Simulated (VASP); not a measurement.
# Hf (P6_3/mmc) in VASP: settings compared

The runs below take Hf through single point, relaxation of cell and atoms, with PBE, r2SCAN.

All numbers are computed with VASP 6.6.1; they aren't measurements. Logs are shortened: lines on timing, memory, paths and dates and some standing lists are left out, and cuts for length are marked.

### Step 1. The cell of the first run

It takes space group P6_3/mmc (No. 194, hexagonal). Conventional cell: a = 3.199 Å, b = 3.199 Å, c = 5.075 Å, α = 90.00°, β = 90.00°, γ = 120.00°. Within 4.1 Å of Hf (site symmetry -6m2) lie 12 Hf at 3.14 to 3.20 Å.

### Step 2. Single point, PBE

The input, INCAR:

```
  PREC = Accurate
  ENCUT = 520
  EDIFF = 1E-7
  ISMEAR = 0
  SIGMA = 0.05
  LREAL = F
  LASPH = T
  NELM = 60
  ALGO = Normal
  ISIF = 2
  LWAVE = F
  LCHARG = F
  GGA = PE
  NBANDS = 17
```

The input, KPOINTS:

```
regular mesh
0
Gamma
  8 8 4
```

The input, POSCAR:

```
Hf
1.0
    3.1989228970      0.0000000000      0.0000000000
   -1.5994614485      2.7703484936      0.0000000000
    0.0000000000      0.0000000000      5.0751294421
Hf
2
Direct
    0.3333333333      0.6666666667      0.2500000000
    0.6666666667      0.3333333333      0.7500000000
```

Potentials or basis: VASP PAW PBE potentials, release 64 (Hf_pv).

Run with:

```bash
cat potpaw_PBE.64/Hf_pv/POTCAR > POTCAR
mpirun -np 1 vasp_std > vasp.out
```

OUTCAR:

```text
PREC = Accurate
   ENCUT = 520
   EDIFF = 1E-7
   ISMEAR = 0
   LREAL = F
   LASPH = T
   NELM = 60
   ISIF = 2
   GGA = PE

 ion  position               nearest neighbor table
   1  0.333  0.667  0.250-   2 3.14   2 3.14   2 3.14   2 3.14   2 3.14   2 3.14
   2  0.667  0.333  0.750-   1 3.14   1 3.14   1 3.14   1 3.14   1 3.14   1 3.14

  LATTYP: Found a hexagonal cell.
 ALAT       =     3.1989228970
 C/A-ratio  =     1.5865119622

  Lattice vectors:

 A1 = (   3.1989228970,   0.0000000000,   0.0000000000)
 A2 = (  -1.5994614485,   2.7703484936,   0.0000000000)
 A3 = (   0.0000000000,   0.0000000000,   5.0751294421)

Analysis of symmetry for initial positions (statically):
=====================================================================
 Subroutine PRICEL returns:
 Original cell was already a primitive cell.

 Routine SETGRP: Setting up the symmetry group for a
 hexagonal supercell.

 Subroutine GETGRP returns: Found 24 space group operations
 (whereof 12 operations were pure point group operations)
 out of a pool of 24 trial point group operations.

The static configuration has the point symmetry D_3d.
 The point group associated with its full space group is D_6h.

Analysis of symmetry for dynamics (positions and initial velocities):
=====================================================================
 Subroutine PRICEL returns:
 Original cell was already a primitive cell.

 Routine SETGRP: Setting up the symmetry group for a
 hexagonal supercell.

 Subroutine GETGRP returns: Found 24 space group operations
 (whereof 12 operations were pure point group operations)
 out of a pool of 24 trial point group operations.

The dynamic configuration has the point symmetry D_3d.
 The point group associated with its full space group is D_6h.

 Subroutine INISYM returns: Found 24 space group operations
 (whereof 12 operations are pure point group operations),
 and found     1 'primitive' translations

----------------------------------------------------------------------------------------

                                     Primitive cell

  volume of cell :      44.9765

  direct lattice vectors                    reciprocal lattice vectors
     3.198922897  0.000000000  0.000000000     0.312605221  0.180482709  0.000000000
    -1.599461449  2.770348494  0.000000000     0.000000000  0.360965417  0.000000000
     0.000000000  0.000000000  5.075129442     0.000000000  0.000000000  0.197039309

  length of vectors
     3.198922897  3.198922897  5.075129442     0.360965417  0.360965417  0.197039309

  position of ions in fractional coordinates (direct lattice)
     0.333333333  0.666666667  0.250000000
     0.666666667  0.333333333  0.750000000

  ion indices of the primitive-cell ions
   primitive index   ion index
                 1           1
                 2           2

----------------------------------------------------------------------------------------

 KPOINTS: regular mesh

Automatic generation of k-mesh.
 Grid dimensions read from file:
 generate k-points for:    8    8    4

 Generating k-lattice:

  Cartesian coordinates                     Fractional coordinates (reciprocal lattice)
     0.039075653  0.022560339  0.000000000     0.125000000 -0.000000000  0.000000000
     0.000000000  0.045120677  0.000000000     0.000000000  0.125000000  0.000000000
     0.000000000  0.000000000  0.049259827     0.000000000  0.000000000  0.250000000

  Length of vectors
     0.045120677  0.045120677  0.049259827

  Shift w.r.t. Gamma in fractional coordinates (k-lattice)
     0.000000000  0.000000000  0.000000000

 Subroutine IBZKPT returns following result:
 ===========================================

 Found     30 irreducible k-points:

 Following reciprocal coordinates:
            Coordinates               Weight
  0.000000  0.000000  0.000000      1.000000
  0.125000  0.000000  0.000000      6.000000
  0.250000  0.000000  0.000000      6.000000
  0.375000  0.000000  0.000000      6.000000
  0.500000  0.000000  0.000000      3.000000
  0.125000  0.125000  0.000000      6.000000
[... 16 lines left out ...]
  0.250000  0.000000  0.500000      6.000000
  0.375000  0.000000  0.500000      6.000000
 [... further k-points ...]
   k-points           NKPTS =     30   k-points in BZ     NKDIM =     30   number of bands    NBANDS=     17
   number of dos      NEDOS =    301   number of ions     NIONS =      2
   total plane-waves  NPLWV =  23040
   dimension x,y,z NGX =    24 NGY =   24 NGZ =   40
   dimension x,y,z NGXF=    48 NGYF=   48 NGZF=   80
   ions per type =               2
   NGX,Y,Z   is equivalent  to a cutoff of  12.47, 12.47, 13.10 a.u.
   NGXF,Y,Z  is equivalent  to a cutoff of  24.95, 24.95, 26.21 a.u.
 SYSTEM =  unknown system
   PREC   = accura    normal or accurate (medium, high low for compatibility)
   ISTART =      0    job   : 0-new  1-cont  2-samecut
   ICHARG =      2    charge: 1-file 2-atom 10-const
   ISPIN  =      1    spin polarized calculation?
   LNONCOLLINEAR =      F non collinear calculations
   LSORBIT =      F    spin-orbit coupling
   LASPH  =      T    aspherical Exc in radial PAW
   ENCUT  =  520.0 eV  38.22 Ry    6.18 a.u.   5.95  5.95  9.44*2*pi/ulx,y,z
   NELM   =     60;   NELMIN=  2; NELMDL= -5     # of ELM steps
   EDIFF  = 0.1E-06   stopping-criterion for ELM
   LREAL  =      F    real-space projection
   EDIFFG = 0.1E-05   stopping-criterion for IOM
   NSW    =      0    number of steps for IOM
   IBRION =     -1    ionic relax: 0-MD 1-quasi-New 2-CG
   NFREE  =      0    steps in history (QN), initial steepest desc. (CG)
   ISIF   =      2    stress and relaxation
   ISYM   =      2    0-nonsym 1-usesym 2-fastsym
   POTIM  = 0.5000    time-step for ionic-motion
   TEBEG  =    0.0;   TEEND  =   0.0 temperature during run
   PSTRESS=    0.0 pullay stress
   NELECT =      20.0000    total number of electrons
   NUPDOWN=      -1.0000    fix difference up-down
   EMIN   =  10.00;   EMAX   =-10.00  energy-range for DOS
   EFERMI =   0.00;   METHOD = LEGACY
   ISMEAR =     0;   SIGMA  =   0.05  broadening in eV -4-tet -1-fermi 0-gaus
   EFERMI_NEDOS =   21; number of points for ismear=-14 and -15
   IALGO  =     38    algorithm
   IMIX   =      4    mixing-type and parameters
     AMIX     =   0.40;   BMIX     =  1.00
     AMIX_MAG =   1.60;   BMIX_MAG =  1.00
  volume/ion in A,a.u.               =      22.49       151.76
  Fermi-wavevector in a.u.,A,eV,Ry     =   1.249558  2.361322 21.244069  1.561395
  Thomas-Fermi vector in A             =   2.383593
   LORBIT       =      0    0 simple, 1 ext, 2 COOP (PROOUT), +10 PAW based schemes
   GGA     = PE    functional components
   LHFCALC =     F    Hartree Fock is set to
   AEXX    =    0.0000 exact exchange contribution
   IVDW    =     0    specifies the selected vdW correction
   LEPSILON=     F    determine dielectric tensor
   LRPA    =     F    only Hartree local field effects (RPA)
 non-spin polarized calculation
 Gauss-broadening in eV      SIGMA  =   0.05
  energy-cutoff  :      520.00
  volume of cell :       44.98
 maximum number of plane-waves:      1226
 NGX is ok and might be reduce to    24
   NGX = 11   NGY = 11   NGZ = 19

 number of electron      20.0000005 magnetization

 Free energy of the ion-electron system (eV)
  ---------------------------------------------------
  ext. energy  EPLUGINS =         0.00000000
  ---------------------------------------------------
  free energy    TOTEN  =       -19.86482828 eV

  energy without entropy =      -19.86313607  energy(sigma->0) =      -19.86398217

 E-fermi :   4.9434     XC(G=0): -11.2595

 val. band max:        4.9409869163   @ k =   0.0000   0.0000   0.2500
 cond. band min:       4.9734210540   @ k =   0.3750   0.2500   0.2500
 fundamental gap:      0.0324341377
 Fermi energy:         4.9433900361

 k-point     1 :       0.0000    0.0000    0.0000
  band No.  band energies     occupation
      1     -26.1899      2.00000
      2     -25.4644      2.00000
      3     -25.4644      2.00000
      4     -25.3429      2.00000
      5     -25.3405      2.00000
      6     -25.3405      2.00000
[... 9 lines left out ...]
     16       7.5324      0.00000
     17      10.1938      0.00000

 k-point     2 :       0.1250    0.0000    0.0000
  band No.  band energies     occupation
      1     -26.1508      2.00000
      2     -25.5471      2.00000
      3     -25.4917      2.00000
      4     -25.4270      2.00000
      5     -25.3609      2.00000
      6     -25.3521      2.00000
[... 9 lines left out ...]
     16       7.2924      0.00000
     17      10.5066      0.00000

 k-point     3 :       0.2500    0.0000    0.0000
  band No.  band energies     occupation
      1     -26.0455      2.00000
      2     -25.7468      2.00000
      3     -25.6255      2.00000
      4     -25.5541      2.00000
      5     -25.4152      2.00000
      6     -25.3828      2.00000
[... 9 lines left out ...]
     16       8.4624      0.00000
     17      10.9697      0.00000

 k-point     4 :       0.3750    0.0000    0.0000
  band No.  band energies     occupation
      1     -25.9458      2.00000
      2     -25.9106      2.00000
      3     -25.8115      2.00000
      4     -25.6133      2.00000
      5     -25.4986      2.00000
      6     -25.4158      2.00000
[... 9 lines left out ...]
     16      10.0553      0.00000
     17      11.2276      0.00000
[... 343 lines left out ...]
      1     -25.7987      2.00000
      2     -25.7987      2.00000
      3     -25.4561      2.00000
      4     -25.4561      2.00000
      5     -25.4223      2.00000
      6     -25.4223      2.00000
[... 9 lines left out ...]
     16       9.5577      0.00000
     17       9.6875      0.00000

 k-point    23 :       0.2500    0.0000    0.5000
  band No.  band energies     occupation
      1     -25.8874      2.00000
      2     -25.8874      2.00000
      3     -25.5329      2.00000
      4     -25.5329      2.00000
      5     -25.4691      2.00000
      6     -25.4691      2.00000
[... 9 lines left out ...]
     16       9.5716      0.00000
     17       9.8675      0.00000

 k-point    24 :       0.3750    0.0000    0.5000
  band No.  band energies     occupation
      1     -26.0287      2.00000
      2     -26.0287      2.00000
      3     -25.5510      2.00000
      4     -25.5510      2.00000
      5     -25.5155      2.00000
      6     -25.5155      2.00000
[... 9 lines left out ...]
     16      10.2772      0.00000
     17      10.3340      0.00000

 [... further k-points ...]
[... 5 lines left out ...]
  --------------------------------------------------------------------------------------
  -------------------------------------------------------------------------------------
  Total       -0.1118839     -0.1118839     -0.0985667      0.0000000      0.0000000      0.0000000
  in kB       -3.9855923     -3.9855923     -3.5112006      0.0000000      0.0000000      0.0000000
  external PRESSURE =      -3.8274618 kB  Pullay stress =       0.0000000 kB

 VOLUME and BASIS-vectors are now :
 -----------------------------------------------------------------------------
  energy-cutoff  :      520.00
  volume of cell :       44.98
      direct lattice vectors                 reciprocal lattice vectors
     3.198922897  0.000000000  0.000000000     0.312605221  0.180482709  0.000000000
    -1.599461449  2.770348494  0.000000000     0.000000000  0.360965417  0.000000000
     0.000000000  0.000000000  5.075129442     0.000000000  0.000000000  0.197039309

 POSITION                                       TOTAL-FORCE (eV/Angst)
 -----------------------------------------------------------------------------------
     -0.00000      1.84690      1.26878         0.000000      0.000000      0.000000
      1.59946      0.92345      3.80635        -0.000000      0.000000      0.000000
 -----------------------------------------------------------------------------------
    total drift:                                0.000000     -0.000000      0.000000

  FREE ENERGIE OF THE ION-ELECTRON SYSTEM (eV)
  ---------------------------------------------------
  free  energy   TOTEN  =       -19.8648282802 eV

  energy  without entropy=      -19.8631360697  energy(sigma->0) =      -19.86398217
```

Wall time 15 s (1 thread of Intel Xeon Platinum 8175M at 2.50GHz (Skylake/Cascade Lake), shared host); peak memory 0.16 GiB.

What came out:

- Free energy: -19.8648 eV
- Pressure: -0.4 GPa
- Band gap on the k mesh: zero (band 10 reaches 6.07 eV, above the bottom of band 11 at 4.62 eV)

Caveat: spin-orbit coupling is left out, which moves the levels of the heavy elements.

### Step 3. Relaxation of cell and atoms, PBE

This run uses another cell than the first one, of 22.38 Å³/atom, 0.995 times its volume.

The input, INCAR:

```
PREC     = Accurate       # precision mode
ENCUT    = 600            # plane-wave cutoff, eV
EDIFF    = 1E-7           # SCF threshold, eV
ISMEAR   = 0              # smearing method
SIGMA    = 0.05           # smearing width, eV
LREAL    = F              # projectors in reciprocal space
LASPH    = T              # aspherical terms in the spheres
NELM     = 100            # most SCF steps
ALGO     = Fast           # electronic algorithm
ISIF     = 3              # what is computed and relaxed
LWAVE    = F              # write WAVECAR
LCHARG   = F              # write CHGCAR
GGA      = PE             # functional
IBRION   = 2              # ionic algorithm
NSW      = 80             # ionic steps
EDIFFG   = -0.03          # ionic threshold
```

The input, KPOINTS:

```
Automatic mesh
0
Gamma
  8 8 4
```

The input, POSCAR:

```
Hf
1.0
    3.1967000000      0.0000000000      0.0000000000
   -1.5983500000      2.7684234083      0.0000000000
    0.0000000000      0.0000000000      5.0578000000
Hf
2
Direct
    0.3333333333      0.6666666667      0.2500000000
    0.6666666667      0.3333333333      0.7500000000
```

Potentials or basis: VASP PAW PBE potentials, release 64 (Hf_pv).

Run with:

```bash
cat potpaw_PBE.64/Hf_pv/POTCAR > POTCAR
mpirun -np 1 vasp_std > vasp.out
```

Wall time 61 s (1 thread of Intel Xeon Platinum 8175M at 2.50GHz (Skylake/Cascade Lake), shared host); peak memory 0.19 GiB.

It converged, with:

| Item | Value |
| --- | --- |
| Free energy | -19.8654 eV |
| Relaxed volume | 22.42 Å³/atom |
| Relaxed cell | a = 3.197 Å, b = 3.197 Å, c = 5.065 Å, α = 90.00°, β = 90.00°, γ = 120.00° |
| Space group after relaxing (to 0.05 Å) | P6_3/mmc (No. 194) |
| Energy gained by relaxing | 0.0 meV/atom |
| Ionic steps | 3 |
| Pressure after relaxing | -0.1 GPa |
| Band gap on the k mesh | zero (band 10 reaches 6.08 eV, above the bottom of band 11 at 4.65 eV) |

Stress tensor (GPa, compression positive):
```
-0.13  0.00  0.00
 0.00 -0.13  0.00
 0.00  0.00  0.05
```

Final structure:
```
Hf
1.0
     3.19737    0.00000    0.00000
    -1.59868    2.76900    0.00000
     0.00000    0.00000    5.06536
Hf
2
Direct
  0.33333 0.66667 0.25000
  0.66667 0.33333 0.75000
```

Levels at points of the mesh, in eV from the Fermi level:
| k point | band 8 | band 9 | band 10 | band 11 | band 12 | band 13 |
| --- | --- | --- | --- | --- | --- | --- |
| (0.00, 0.00, 0.00) | -3.77 | 0.55 | 1.11 | 1.11 | 1.38 | 1.93 |
| (0.50, 0.00, 0.00) | -2.81 | -2.29 | -0.87 | 0.74 | 0.79 | 1.60 |
| (0.00, 0.00, 0.50) | -5.47 | 0.07 | 0.07 | 1.01 | 1.01 | 1.01 |
| (0.50, 0.00, 0.50) | -3.47 | -1.05 | -1.05 | 1.10 | 1.10 | 2.58 |

Caveat: spin-orbit coupling is left out, which moves the levels of the heavy elements.

### Step 4. Single point, r2SCAN (volume scaled by 0.880)

The input, POSCAR:

```
Hf
1.0
    3.0640050428      0.0000000000      0.0000000000
   -1.5320025214      2.6535062044      0.0000000000
    0.0000000000      0.0000000000      4.8417359652
Hf
2
Direct
    0.3333333333      0.6666666667      0.2500000000
    0.6666666667      0.3333333333      0.7500000000
```

The input, INCAR.step1:

```
SYSTEM = Hf
PREC     = Accurate       ! precision mode
ENCUT    = 520            ! plane-wave cutoff, eV
ISMEAR   = 0              ! smearing method
SIGMA    = 0.05           ! smearing width, eV
LREAL    = .False.        ! projectors in reciprocal space
LASPH    = .True.         ! aspherical terms in the spheres
NELM     = 60             ! most SCF steps
NBANDS   = 17             ! bands
GGA      = PE             ! functional
ALGO     = Normal         ! electronic algorithm
EDIFF    = 1E-4           ! SCF threshold, eV
LWAVE    = .True.         ! write WAVECAR
LCHARG   = .False.        ! write CHGCAR
```

The input, INCAR.step2:

```
SYSTEM = Hf
PREC     = Accurate       ! precision mode
ENCUT    = 520            ! plane-wave cutoff, eV
EDIFF    = 1E-6           ! SCF threshold, eV
ISMEAR   = 0              ! smearing method
SIGMA    = 0.05           ! smearing width, eV
LREAL    = .False.        ! projectors in reciprocal space
LASPH    = .True.         ! aspherical terms in the spheres
NELM     = 60             ! most SCF steps
ALGO     = Normal         ! electronic algorithm
ISIF     = 2              ! what is computed and relaxed
LWAVE    = .False.        ! write WAVECAR
LCHARG   = .False.        ! write CHGCAR
METAGGA  = R2SCAN         ! meta-GGA
LMIXTAU  = .True.       
NBANDS   = 17             ! bands
ISTART   = 1
```

The input, KPOINTS:

```
regular mesh
0
Gamma
  16 16 10
  0 0 0
```

Run with:

```bash
cat potpaw_PBE.64/Hf_pv/POTCAR > POTCAR
cp INCAR.step1 INCAR
mpirun -np 1 vasp_std > vasp.out
cp INCAR.step2 INCAR
mpirun -np 1 vasp_std > vasp.out
```

It took 3.6 min on 1 thread of Intel Xeon 6975P-C, shared host; peak memory 0.24 GiB.

The run converged. Its results:

```yaml
Free_energy: -90.0578 eV
Pressure: 16.8 GPa
Band_gap_on_the_k_mesh: zero (band 10 reaches 7.10 eV, above the bottom of band 11 at 5.33 eV)
```

Stress tensor (GPa, compression positive):
```
16.87  0.00  0.00
 0.00 16.87  0.00
 0.00  0.00 16.56
```

Levels at points of the mesh, in eV from the Fermi level:
```csv
k point,band 6,band 7,band 8,band 9,band 10,band 11,band 12,band 13,band 14,band 15
"(0.00, 0.00, 0.00)",-30.86,-8.16,-4.28,0.97,1.34,1.34,1.72,2.38,2.38,3.20
"(0.50, 0.00, 0.00)",-31.00,-3.70,-3.38,-2.78,-0.74,0.92,1.12,2.09,7.10,7.71
"(0.00, 0.00, 0.50)",-30.96,-5.85,-5.85,0.11,0.11,1.23,1.23,1.23,1.23,5.82
"(0.50, 0.00, 0.50)",-31.16,-3.98,-3.98,-1.26,-1.26,1.58,1.58,3.17,3.17,7.29
```

Caveat: the cell differs from its parent crystal (volume scaled by 0.880); the PAW data sets were made with another functional, which shifts forces and pressure a little; spin-orbit coupling is left out, which moves the levels of the heavy elements.

(Continued in part 2 of 2.)
